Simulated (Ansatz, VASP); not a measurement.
Two plane-wave programs on ZrAl2N3

The input INCAR:

```
ALGO     = Normal         # electronic algorithm
EDIFF    = 1E-7           # SCF threshold, eV
EDIFFG   = -0.04          # ionic threshold
ENCUT    = 600            # plane-wave cutoff, eV
GGA      = PE             # functional
IBRION   = 2              # ionic algorithm
ISIF     = 3              # what is computed and relaxed
ISMEAR   = 0              # smearing method
LASPH    = True           # aspherical terms in the spheres
LCHARG   = False          # write CHGCAR
LREAL    = False          # projectors in reciprocal space
LWAVE    = False          # write WAVECAR
NELM     = 60             # most SCF steps
NSW      = 90             # ionic steps
PREC     = Accurate       # precision mode
SIGMA    = 0.1            # smearing width, eV
```

Contents of KPOINTS:

```
k-points
0
Gamma
  6 6 1
```

Contents of POSCAR:

```
ZrAl2N3
1.0
    3.3622498900      0.0000000000      0.0000000000
   -1.6811249500      2.9117938200      0.0000000000
    0.0000000000      0.0000000000     16.1400854600
Zr Al N
2 4 6
Direct
    0.3333333300      0.6666666700      0.0000000000
    0.6666666700      0.3333333300      0.5000000000
    0.3333333300      0.6666666700      0.3333333300
    0.3333333300      0.6666666700      0.6666666700
    0.6666666700      0.3333333300      0.1666666700
    0.6666666700      0.3333333300      0.8333333300
    0.3333333300      0.6666666700      0.1283333300
    0.3333333300      0.6666666700      0.4616666600
    0.3333333300      0.6666666700      0.7950000000
    0.6666666700      0.3333333300      0.2950000000
    0.6666666700      0.3333333300      0.6283333300
    0.6666666700      0.3333333300      0.9616666600
```

Input for Ansatz:

```yaml
crystal:
  lattice:
    - [3.36224989, 0.0, 0.0]
    - [-1.68112495, 2.91179382, 0.0]
    - [0.0, 0.0, 16.14008546]
  atoms:
    - { symbol: Zr, position: [0.33333333, 0.66666667, 0.0] }
    - { symbol: Zr, position: [0.66666667, 0.33333333, 0.5] }
    - { symbol: Al, position: [0.33333333, 0.66666667, 0.33333333] }
    - { symbol: Al, position: [0.33333333, 0.66666667, 0.66666667] }
    - { symbol: Al, position: [0.66666667, 0.33333333, 0.16666667] }
    - { symbol: Al, position: [0.66666667, 0.33333333, 0.83333333] }
    - { symbol: "N", position: [0.33333333, 0.66666667, 0.12833333] }
    - { symbol: "N", position: [0.33333333, 0.66666667, 0.46166666] }
    - { symbol: "N", position: [0.33333333, 0.66666667, 0.795] }
    - { symbol: "N", position: [0.66666667, 0.33333333, 0.295] }
    - { symbol: "N", position: [0.66666667, 0.33333333, 0.62833333] }
    - { symbol: "N", position: [0.66666667, 0.33333333, 0.96166666] }
basis:
  ecutwfc: 420
kpoints:
  mp_grid: { grid: [6, 6, 1] }
hamiltonian:
  xc: pbe
scf:
  occupations: { method: gaussian, width: 0.1 }
  lower_state_search: "off"
output:
  forces: true
  stress: true
  eigenvalues: true
relax:
  adjacent_minimum: "off"
  f_tol: 0.04
  max_steps: 70
  cell: { stress_tol: 0.4 }
```

Alike in both runs: task relaxation of cell and atoms; functional PBE; k mesh 6 × 6 × 1; occupations gaussian, width 0.1 eV; no spin polarisation.

|  | VASP | Ansatz |
| --- | --- | --- |
| version | VASP 6.6.1 | Ansatz 0.2.0 |
| potentials or method | VASP PAW PBE potentials, release 64 (Zr_sv, Al, N), cutoff 600 eV | scalar-relativistic, plane waves, PAW |
| valence electrons in the cell | 66 | 66 |

```tsv
	VASP	Ansatz	Ansatz less VASP
gap on the k mesh at the Fermi level, each at its own relaxed structure (eV)	none	none	-
relaxed volume (Å³/atom)	12.32	12.34	+0.027
relaxed cell length with the largest relative difference (Å)	3.264	3.266	+0.0025
```

A gap of «none» marks a metal or a gap that the smearing closes.

The k mesh is coarse, so the values compare programs but aren't converged.
